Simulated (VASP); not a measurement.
**Ga4Bi3P: relaxation of cell and atoms with PBE**

The system is Ga4Bi3P.

```
P Ga Bi
1.0
     5.94619    0.00000    0.00000
     0.00000    5.94619    0.00000
     0.00000    0.00000    5.94619
P Ga Bi
1 4 3
Direct
  0.00000 0.00000 0.00000
  0.75000 0.75000 0.75000
  0.25000 0.25000 0.75000
  0.25000 0.75000 0.25000
  0.75000 0.25000 0.25000
  0.50000 0.50000 0.00000
  0.50000 0.00000 0.50000
  0.00000 0.50000 0.50000
```

```yaml
Program: VASP 6.6.1
Task: relaxation of cell and atoms
Functional: PBE
Potentials_or_basis: VASP PAW PBE potentials, release 64 (P, Ga_d, Bi_d)
Cutoff: 600 eV
k_mesh: 4 × 4 × 4
Occupations: fermi-dirac, width 0.02 eV
Spin: no spin polarisation
Dipole_correction: no
Further_INCAR_settings: ALGO = Normal; EDIFF = 1e-06; IBRION = 2; EDIFFG = -0.005; NSW = 80; ISIF = 3
```

```
Relaxed volume                        : 29.94 Å³/atom
Relaxed cell                          : a = 6.211 Å, b = 6.211 Å, c = 6.211 Å, α = 90.00°, β = 90.00°, γ = 90.00°
Space group after relaxing (to 0.1 Å) : P-43m (No. 215)
Energy gained by relaxing             : 181.9 meV/atom
Ionic steps                           : 16
Pressure after relaxing               : 0.0 GPa
Band gap on the k mesh                : zero (bands 51 and 52 overlap by 0.45 eV)
```

Step by step:
```tsv
step	energy change (eV)	largest force (eV/Å)	pressure (GPa)	volume (Å³)
1	0.0000	1.9840	9.01	210.24
2	-1.1508	0.6475	-2.40	258.50
3	-1.2041	0.8445	-1.11	248.27
4	-1.2035	0.8614	-0.95	247.47
5	-1.3490	0.5988	-0.48	243.76
6	-1.4178	0.3124	1.00	234.32
7	-1.4513	0.0974	0.29	238.04
8	-1.4520	0.0506	0.34	237.59
9	-1.4519	0.0305	0.39	237.39
10	-1.4544	0.0358	-0.11	240.17
11	-1.4548	0.0193	-0.07	239.45
12	-1.4547	0.0092	0.05	239.06
13	-1.4547	0.0133	0.09	239.15
14	-1.4548	0.0166	0.08	239.30
15	-1.4548	0.0184	0.05	239.38
16	-1.4549	0.0042	0.03	239.55
```

Final structure:
```yaml
crystal:
  lattice:
    - [6.21059, 0.00000, 0.00000]
    - [0.00000, 6.21059, 0.00000]
    - [0.00000, 0.00000, 6.21059]
  atoms:
    - { symbol: P, position: [0.00000, 0.00000, 0.00000] }
    - { symbol: Ga, position: [0.76893, 0.76893, 0.76893] }
    - { symbol: Ga, position: [0.23107, 0.23107, 0.76893] }
    - { symbol: Ga, position: [0.23107, 0.76893, 0.23107] }
    - { symbol: Ga, position: [0.76893, 0.23107, 0.23107] }
    - { symbol: Bi, position: [0.50000, 0.50000, 0.00000] }
    - { symbol: Bi, position: [0.50000, 0.00000, 0.50000] }
    - { symbol: Bi, position: [0.00000, 0.50000, 0.50000] }
```

Levels at points of the mesh, in eV from the Fermi level:
| k point | band 48 | band 49 | band 50 | band 51 | band 52 | band 53 | band 54 | band 55 |
| --- | --- | --- | --- | --- | --- | --- | --- | --- |
| (0.00, 0.00, 0.00) | -2.11 | -1.38 | 0.17 | 0.17 | 0.17 | 0.91 | 0.91 | 1.02 |
| (0.50, 0.00, 0.00) | -1.80 | -1.80 | -1.02 | -1.02 | 1.05 | 1.64 | 2.23 | 2.24 |
| (0.50, 0.50, 0.00) | -1.51 | -1.51 | -0.86 | -0.39 | 1.22 | 1.53 | 2.07 | 2.07 |
| (0.50, 0.50, 0.50) | -0.71 | -0.71 | -0.36 | -0.36 | -0.27 | 0.01 | 0.01 | 0.01 |

Wall time 13 min on 1 thread of Intel(R) Xeon(R) 6975P-C (Granite Rapids), with other jobs on the host, peak memory 0.41 GiB.

Caveat: spin-orbit coupling is left out, which moves the levels of the heavy elements.
